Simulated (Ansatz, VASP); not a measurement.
## Two plane-wave programs on LiNbO3

INCAR

```
ALGO = Normal
EDIFF = 1E-6
ENCUT = 520
GGA = PE
ISIF = 2
ISMEAR = 0
LASPH = True
LCHARG = True
LELF = True
LREAL = False
LVHAR = True
LWAVE = False
NBANDS = 45
NELM = 100
PREC = Accurate
SIGMA = 0.05
```

The input KPOINTS:

```
k-points
0
Gamma
  6 6 6
```

POSCAR

```
LiNbO3
1.0
    2.6115578418      1.5077836230      4.5982666595
   -2.6115578418      1.5077836230      4.5982666595
    0.0000000000     -3.0155672459      4.5982666595
Li Nb O
2 2 6
Direct
    0.2358642387      0.2358642387      0.2358642387
    0.7358642387      0.7358642387      0.7358642387
   -0.0040449607     -0.0040449607     -0.0040449607
    0.4959550393      0.4959550393      0.4959550393
    0.1401740645      0.3794228281      0.7600240086
    0.7600240086      0.1401740645      0.3794228281
    0.3794228281      0.7600240086      0.1401740645
    0.8794228281      0.6401740645      0.2600240086
    0.2600240086      0.8794228281      0.6401740645
    0.6401740645      0.2600240086      0.8794228281
```

Input for Ansatz:

```yaml
crystal:
  lattice:
    - [2.6115578418, 1.507783623, 4.5982666595]
    - [-2.6115578418, 1.507783623, 4.5982666595]
    - [0.0, -3.0155672459, 4.5982666595]
  atoms:
    - { symbol: Li, position: [0.2358642387, 0.2358642387, 0.2358642387] }
    - { symbol: Li, position: [0.7358642387, 0.7358642387, 0.7358642387] }
    - { symbol: Nb, position: [-0.0040449607, -0.0040449607, -0.0040449607] }
    - { symbol: Nb, position: [0.4959550393, 0.4959550393, 0.4959550393] }
    - { symbol: O, position: [0.1401740645, 0.3794228281, 0.7600240086] }
    - { symbol: O, position: [0.7600240086, 0.1401740645, 0.3794228281] }
    - { symbol: O, position: [0.3794228281, 0.7600240086, 0.1401740645] }
    - { symbol: O, position: [0.8794228281, 0.6401740645, 0.2600240086] }
    - { symbol: O, position: [0.2600240086, 0.8794228281, 0.6401740645] }
    - { symbol: O, position: [0.6401740645, 0.2600240086, 0.8794228281] }
basis:
  ecutwfc: 420
kpoints:
  mp_grid: { grid: [6, 6, 6] }
hamiltonian:
  xc: pbe
scf:
  occupations: { method: gaussian, width: 0.05 }
output:
  forces: true
  stress: true
  eigenvalues: true
```

Change from the starting cell: mode 1 (-212.2 1/cm) frozen in, largest displacement +0.195 Å.

Alike in both runs: task single point; functional PBE; k mesh 6 × 6 × 6; occupations gaussian, width 0.05 eV; no spin polarisation.

|  | VASP | Ansatz |
| --- | --- | --- |
| version | VASP 6.6.1 | Ansatz 0.2.0 |
| potentials or method | VASP PAW PBE potentials, release 64 (Li_sv, Nb_sv, O), cutoff 520 eV | scalar-relativistic, plane waves, PAW |
| valence electrons in the cell | 68 | 68 |

```tsv
	VASP	Ansatz	Ansatz less VASP
gap on the k mesh at the Fermi level (eV)	3.20	3.22	+0.013
least direct gap on the mesh (eV)	3.23	3.24	+0.013
rms of the force components (eV/Å)	0.147	0.150	+0.0029
```

Atom by atom the forces differ by 0.008 eV/Å (rms over components).

Noted on VASP's run: the cutoff is short for stress, so the pressure is rough.
